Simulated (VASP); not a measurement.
VO2:

```
V O
1.0
     4.53705    0.00000    0.00000
     0.00000    4.53705    0.00000
     0.00000    0.00000    3.06461
V O
2 4
Direct
  0.50000 0.50000 0.50000
  0.00000 0.00000 0.00000
  0.20036 0.79964 0.50000
  0.79964 0.20036 0.50000
  0.70036 0.70036 0.00000
  0.29964 0.29964 0.00000
```

Base run:

```yaml
Program: VASP 6.6.1
Functional: PBEsol
Potentials_or_basis: VASP PAW PBE potentials, release 64 (V_sv, O)
Cutoff: 600 eV
k_mesh: 6 × 6 × 9
Occupations: fermi-dirac, width 0.05 eV
Spin: collinear spin, ferromagnetic start
Starting_moments: "[2.0, 2.0, 0.0, 0.0, 0.0, 0.0] μB"
```

Its results: band gap on the k mesh zero (filled and empty bands overlap); pressure -19.7 GPa; net moment 2.00 μB per cell; site moments V +1.08; O -0.07 μB; largest force 0.288 eV/Å.

Question: The run is repeated on the same cell with these changes: dispersion from none to D3(BJ). What comes out?

Answer: Band gap on the k mesh zero (filled and empty bands overlap); pressure -22.6 GPa; net moment 2.00 μB per cell; site moments V +1.08; O -0.07 μB; largest force 0.290 eV/Å.

Dispersion adds attraction, which lowers the pressure at fixed volume and, as a term added to the energy, leaves the levels alone.

Caveats: the PAW data sets were made with another functional, which shifts forces and pressure a little; semilocal functionals often make such compounds metallic where correlation or magnetic order opens a gap, which also shifts bond lengths; the stress differs along the axes, from -32 to -14 GPa (at least some runs); the stress differs along the axes, from -35 to -16 GPa (at least some runs).
